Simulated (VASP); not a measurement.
# Au (Pm-3m) in VASP: notebook

Runs on Au. Level: LDA. Tasks: relaxation of cell and atoms.

Program: VASP 6.6.1. These are calculated values, not measurements. Logs are shortened: lines on timing, memory, paths and dates and some standing lists are left out, and cuts for length are marked.

### 1 The cell of the first run

Symmetry: Pm-3m, No. 221, cubic system. The conventional cell has a = 2.650 Å, b = 2.650 Å, c = 2.650 Å, α = 90.00°, β = 90.00°, γ = 90.00°. Within 3.5 Å of Au (site symmetry m-3m) lie 6 Au at 2.65 Å.

This isn't the form of Au at room conditions, which is fcc.

### 2 Relaxation of cell and atoms, LDA

INCAR

```
ALGO = Normal
EDIFF = 1E-7
EDIFFG = -0.01
ENCUT = 500
GGA_COMPAT = False
IBRION = 2
ISIF = 3
ISMEAR = -1
LASPH = True
LCHARG = False
LREAL = False
LWAVE = False
NELM = 120
NELMIN = 4
NSW = 50
PREC = Accurate
SIGMA = 0.05
```

KPOINTS

```
k-points
0
Gamma
  17 17 17
```

POSCAR

```
Au
1.0
    2.6500000000      0.0000000000      0.0000000000
    0.0000000000      2.6500000000      0.0000000000
    0.0000000000      0.0000000000      2.6500000000
Au
1
Direct
    0.0000000000      0.0000000000      0.0000000000
```

Potentials or basis: VASP PAW LDA potentials, release 64 (Au).

Launch:

```bash
> cat potpaw_LDA.64/Au/POTCAR > POTCAR
> mpirun -np 1 vasp_std > vasp.out
```

OUTCAR:

```text
EDIFF = 1E-7
   EDIFFG = -0.01
   ENCUT = 500
   IBRION = 2
   ISIF = 3
   ISMEAR = -1
   LASPH = True
   LREAL = False
   NELM = 120
   NELMIN = 4
   NSW = 50
   PREC = Accurate

 ion  position               nearest neighbor table
   1  0.000  0.000  0.000-

  LATTYP: Found a simple cubic cell.
 ALAT       =     2.6500000000

  Lattice vectors:

 A1 = (   2.6500000000,   0.0000000000,   0.0000000000)
 A2 = (   0.0000000000,   2.6500000000,   0.0000000000)
 A3 = (   0.0000000000,   0.0000000000,   2.6500000000)

Analysis of symmetry for initial positions (statically):
=====================================================================
 Subroutine PRICEL returns:
 Original cell was already a primitive cell.

 Routine SETGRP: Setting up the symmetry group for a
 simple cubic supercell.

 Subroutine GETGRP returns: Found 48 space group operations
 (whereof 48 operations were pure point group operations)
 out of a pool of 48 trial point group operations.

The static configuration has the point symmetry O_h .

Analysis of symmetry for dynamics (positions and initial velocities):
=====================================================================
 Subroutine PRICEL returns:
 Original cell was already a primitive cell.

 Routine SETGRP: Setting up the symmetry group for a
 simple cubic supercell.

 Subroutine GETGRP returns: Found 48 space group operations
 (whereof 48 operations were pure point group operations)
 out of a pool of 48 trial point group operations.

The dynamic configuration has the point symmetry O_h .

 Subroutine INISYM returns: Found 48 space group operations
 (whereof 48 operations are pure point group operations),
 and found     1 'primitive' translations

----------------------------------------------------------------------------------------

                                     Primitive cell

  volume of cell :      18.6096

  direct lattice vectors                    reciprocal lattice vectors
     2.650000000  0.000000000  0.000000000     0.377358491  0.000000000  0.000000000
     0.000000000  2.650000000  0.000000000     0.000000000  0.377358491  0.000000000
     0.000000000  0.000000000  2.650000000     0.000000000  0.000000000  0.377358491

  length of vectors
     2.650000000  2.650000000  2.650000000     0.377358491  0.377358491  0.377358491

  position of ions in fractional coordinates (direct lattice)
     0.000000000  0.000000000  0.000000000

  ion indices of the primitive-cell ions
   primitive index   ion index
                 1           1

----------------------------------------------------------------------------------------

 KPOINTS: k-points

Automatic generation of k-mesh.
 Grid dimensions read from file:
 generate k-points for:   17   17   17

 Generating k-lattice:

  Cartesian coordinates                     Fractional coordinates (reciprocal lattice)
     0.022197558  0.000000000  0.000000000     0.058823529  0.000000000  0.000000000
     0.000000000  0.022197558  0.000000000     0.000000000  0.058823529  0.000000000
     0.000000000  0.000000000  0.022197558     0.000000000  0.000000000  0.058823529

  Length of vectors
     0.022197558  0.022197558  0.022197558

  Shift w.r.t. Gamma in fractional coordinates (k-lattice)
     0.000000000  0.000000000  0.000000000

 Subroutine IBZKPT returns following result:
 ===========================================

 Found    165 irreducible k-points:

 Following reciprocal coordinates:
            Coordinates               Weight
  0.000000  0.000000  0.000000      1.000000
  0.058824  0.000000  0.000000      6.000000
  0.117647  0.000000  0.000000      6.000000
  0.176471  0.000000  0.000000      6.000000
  0.235294  0.000000  0.000000      6.000000
  0.294118  0.000000  0.000000      6.000000
[... 16 lines left out ...]
  0.411765  0.117647  0.000000     24.000000
  0.470588  0.117647  0.000000     24.000000
 [... further k-points ...]
   k-points           NKPTS =    165   k-points in BZ     NKDIM =    165   number of bands    NBANDS=      9
   number of dos      NEDOS =    301   number of ions     NIONS =      1
   total plane-waves  NPLWV =   8000
   dimension x,y,z NGX =    20 NGY =   20 NGZ =   20
   dimension x,y,z NGXF=    40 NGYF=   40 NGZF=   40
   ions per type =               1
   NGX,Y,Z   is equivalent  to a cutoff of  12.55, 12.55, 12.55 a.u.
   NGXF,Y,Z  is equivalent  to a cutoff of  25.09, 25.09, 25.09 a.u.
 SYSTEM =  unknown system
   PREC   = accura    normal or accurate (medium, high low for compatibility)
   ISTART =      0    job   : 0-new  1-cont  2-samecut
   ICHARG =      2    charge: 1-file 2-atom 10-const
   ISPIN  =      1    spin polarized calculation?
   LNONCOLLINEAR =      F non collinear calculations
   LSORBIT =      F    spin-orbit coupling
   LASPH  =      T    aspherical Exc in radial PAW
   ENCUT  =  500.0 eV  36.75 Ry    6.06 a.u.   4.83  4.83  4.83*2*pi/ulx,y,z
   NELM   =    120;   NELMIN=  4; NELMDL= -5     # of ELM steps
   EDIFF  = 0.1E-06   stopping-criterion for ELM
   LREAL  =      F    real-space projection
   EDIFFG = -.1E-01   stopping-criterion for IOM
   NSW    =     50    number of steps for IOM
   IBRION =      2    ionic relax: 0-MD 1-quasi-New 2-CG
   NFREE  =      1    steps in history (QN), initial steepest desc. (CG)
   ISIF   =      3    stress and relaxation
   ISYM   =      2    0-nonsym 1-usesym 2-fastsym
   POTIM  = 0.5000    time-step for ionic-motion
   TEBEG  =    0.0;   TEEND  =   0.0 temperature during run
   PSTRESS=    0.0 pullay stress
   NELECT =      11.0000    total number of electrons
   NUPDOWN=      -1.0000    fix difference up-down
   EMIN   =  10.00;   EMAX   =-10.00  energy-range for DOS
   EFERMI =   0.00;   METHOD = LEGACY
   ISMEAR =    -1;   SIGMA  =   0.05  broadening in eV -4-tet -1-fermi 0-gaus
   EFERMI_NEDOS =   21; number of points for ismear=-14 and -15
   IALGO  =     38    algorithm
   IMIX   =      4    mixing-type and parameters
     AMIX     =   0.40;   BMIX     =  1.00
     AMIX_MAG =   1.60;   BMIX_MAG =  1.00
  volume/ion in A,a.u.               =      18.61       125.58
  Fermi-wavevector in a.u.,A,eV,Ry     =   1.373915  2.596323 25.682933  1.887642
  Thomas-Fermi vector in A             =   2.499389
   LORBIT       =      0    0 simple, 1 ext, 2 COOP (PROOUT), +10 PAW based schemes
   GGA     = CA    functional components
   LHFCALC =     F    Hartree Fock is set to
   AEXX    =    0.0000 exact exchange contribution
   IVDW    =     0    specifies the selected vdW correction
   LEPSILON=     F    determine dielectric tensor
   LRPA    =     F    only Hartree local field effects (RPA)
 conjugate gradient relaxation of ions
 non-spin polarized calculation
  energy-cutoff  :      500.00
  volume of cell :       18.61
 maximum number of plane-waves:       482
 NGX is ok and might be reduce to    20
   NGX =  9   NGY =  9   NGZ =  9

--------------------------------------- Ionic step        1  -------------------------------------------

 number of electron      11.0000002 magnetization

 Free energy of the ion-electron system (eV)
  ---------------------------------------------------
  ext. energy  EPLUGINS =         0.00000000
  ---------------------------------------------------
  free energy    TOTEN  =        -4.16155470 eV

  energy without entropy =       -4.15738147  energy(sigma->0) =       -4.15946808

------------------------ aborting loop because EDIFF is reached ----------------------------------------

  FORCE on cell =-STRESS in cart. coord.  units (eV):
  Direction    XX          YY          ZZ          XY          YZ          ZX
  --------------------------------------------------------------------------------------
  -------------------------------------------------------------------------------------
  Total        0.4320181      0.4320181      0.4320181      0.0000000      0.0000000     -0.0000000
  in kB       37.1941744     37.1941744     37.1941744      0.0000000      0.0000000     -0.0000000
  external PRESSURE =      37.1941744 kB  Pullay stress =       0.0000000 kB
[... 55 lines left out ...]
  energy  without entropy=       -4.1525562888  energy(sigma->0) =       -4.15396738

--------------------------------------- Ionic step        3  -------------------------------------------

 number of electron      11.0000002 magnetization

 Free energy of the ion-electron system (eV)
  ---------------------------------------------------
  ext. energy  EPLUGINS =         0.00000000
  ---------------------------------------------------
  free energy    TOTEN  =        -4.16679085 eV

  energy without entropy =       -4.16319375  energy(sigma->0) =       -4.16499230

 E-fermi :   7.1400     XC(G=0): -12.2087

 val. band max:        7.1073417640   @ k =   0.4706   0.4706   0.4706
 cond. band min:       7.1594053207   @ k =   0.3529   0.2941   0.2353
 fundamental gap:      0.0520635567
 Fermi energy:         7.1399954552

 k-point     1 :       0.0000    0.0000    0.0000
  band No.  band energies     occupation
      1      -1.3141      2.00000
      2       0.9680      2.00000
      3       0.9680      2.00000
      4       5.8173      2.00000
      5       5.8173      2.00000
      6       5.8173      2.00000
      7      21.4394      0.00000
      8      21.4394      0.00000
      9      21.4394      0.00000
[... 265 lines left out ...]
 k-point    24 :       0.4706    0.1176    0.0000
  band No.  band energies     occupation
      1       1.1847      2.00000
      2       1.7701      2.00000
      3       3.3818      2.00000
      4       4.1917      2.00000
      5       5.7490      2.00000
      6       7.0433      1.74718
      7       9.9190      0.00000
      8      23.4802      0.00000
      9      24.6392      0.00000

 [... further k-points ...]

------------------------ aborting loop because EDIFF is reached ----------------------------------------

  FORCE on cell =-STRESS in cart. coord.  units (eV):
  Direction    XX          YY          ZZ          XY          YZ          ZX
  --------------------------------------------------------------------------------------
  -------------------------------------------------------------------------------------
  Total       -0.0036313     -0.0036313     -0.0036313      0.0000000      0.0000000      0.0000000
  in kB       -0.3049903     -0.3049903     -0.3049903      0.0000000      0.0000000      0.0000000
  external PRESSURE =      -0.3049903 kB  Pullay stress =       0.0000000 kB
[... 16 lines left out ...]
  FREE ENERGIE OF THE ION-ELECTRON SYSTEM (eV)
  ---------------------------------------------------
  free  energy   TOTEN  =        -4.1667908523 eV

  energy  without entropy=       -4.1631937498  energy(sigma->0) =       -4.16499230

 reached required accuracy - stopping structural energy minimisation
```

It took 46 s on 1 thread of Intel Xeon 8259CL, shared host; peak memory 0.15 GiB.

Results:

* Free energy: -4.1668 eV
* Relaxed volume: 19.08 Å³/atom
* Relaxed cell: a = 2.672 Å, b = 2.672 Å, c = 2.672 Å, α = 90.00°, β = 90.00°, γ = 90.00°
* Space group after relaxing (to 0.1 Å): Pm-3m (No. 221)
* Energy gained by relaxing: 5.2 meV/atom
* Ionic steps: 3
* Pressure after relaxing: 0.0 GPa
* Band gap on the k mesh: zero (an odd number of electrons rules out a gap without spin polarisation)

Step by step:
| step | energy change (eV) | largest force (eV/Å) | pressure (GPa) | volume (Å³) |
| --- | --- | --- | --- | --- |
| 1 | 0.0000 | 0.0000 | 3.72 | 18.61 |
| 2 | 0.0062 | 0.0000 | -4.84 | 19.80 |
| 3 | -0.0052 | 0.0000 | -0.03 | 19.08 |

Final structure:
```
CELL_PARAMETERS angstrom
2.67196 0.00000 0.00000
0.00000 2.67196 0.00000
0.00000 0.00000 2.67196
ATOMIC_POSITIONS crystal
Au 0.00000 0.00000 0.00000
```

Caveat: spin-orbit coupling is left out, which moves the levels of the heavy elements.

[end of part 1 of 2]
